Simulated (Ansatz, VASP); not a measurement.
**NiO: VASP beside Ansatz**

Contents of INCAR:

```
PREC = Accurate
ENCUT = 520
EDIFF = 1E-7
ISMEAR = -1
SIGMA = 0.05
LREAL = False
LASPH = True
NELM = 150
ALGO = Normal
ISIF = 2
LWAVE = False
LCHARG = False
ISPIN = 2
MAGMOM = 1 0
LORBIT = 11
LMAXMIX = 4
GGA = RP
NBANDS = 19
```

KPOINTS

```
Automatic mesh
0
Gamma
  11 11 11
```

The input POSCAR:

```
NiO
1.0
    0.0000000000      2.0719018797      2.0719018797
    2.0719018797      0.0000000000      2.0719018797
    2.0719018797      2.0719018797      0.0000000000
Ni O
1 1
Direct
    0.0000000000      0.0000000000      0.0000000000
    0.5000000000      0.5000000000      0.5000000000
```

File input.yaml:

```yaml
crystal:
  lattice:
    - [0.0, 2.0719018797, 2.0719018797]
    - [2.0719018797, 0.0, 2.0719018797]
    - [2.0719018797, 2.0719018797, 0.0]
  atoms:
    - { symbol: Ni, position: [0.0, 0.0, 0.0], spin: 1.0 }
    - { symbol: O, position: [0.5, 0.5, 0.5] }
hamiltonian:
  xc: rpbe
  pseudopotentials: { kind: paw }
magnetization:
  spin_polarized: true
kpoints:
  mp_grid: { grid: [11, 11, 11] }
scf:
  occupations: { method: fermi_dirac, width: 0.05 }
output:
  forces: true
  stress: true
  eigenvalues: true
  write_density: true
  write_potential: true
  elf: true
  volumetric_format: npy
```

Alike in both runs: task single point; functional RPBE; k mesh 11 × 11 × 11; occupations fermi-dirac, width 0.05 eV; collinear spin.

|  | VASP | Ansatz |
| --- | --- | --- |
| version | VASP 6.6.1 | Ansatz 0.2.0 |
| potentials or method | VASP PAW PBE potentials, release 64 (Ni, O) | Ansatz PAW |
| plane-wave cutoff (eV) | 520 | 420 |
| valence electrons in the cell | 16 | 24 |

|  | VASP | Ansatz | Ansatz less VASP |
| --- | --- | --- | --- |
| gap on the k mesh at the Fermi level (eV) | none | none | - |
| pressure (GPa) | 17.1 | 17.5 | +0.34 |
| net moment per atom (μB) | 0.87 | 0.89 | +0.019 |
| size of the moment on the site where the two differ most (μB) | 0.26 | 0.28 | +0.022 |

VASP's potentials were made for PBE, not for RPBE. Site moments also hang on the region over which each program counts them. A gap of «none» marks a metal or a gap that the smearing closes. VASP's potentials hold 16 valence electrons a cell and Ansatz's 24, so a difference there can come from the potentials and not from the codes.
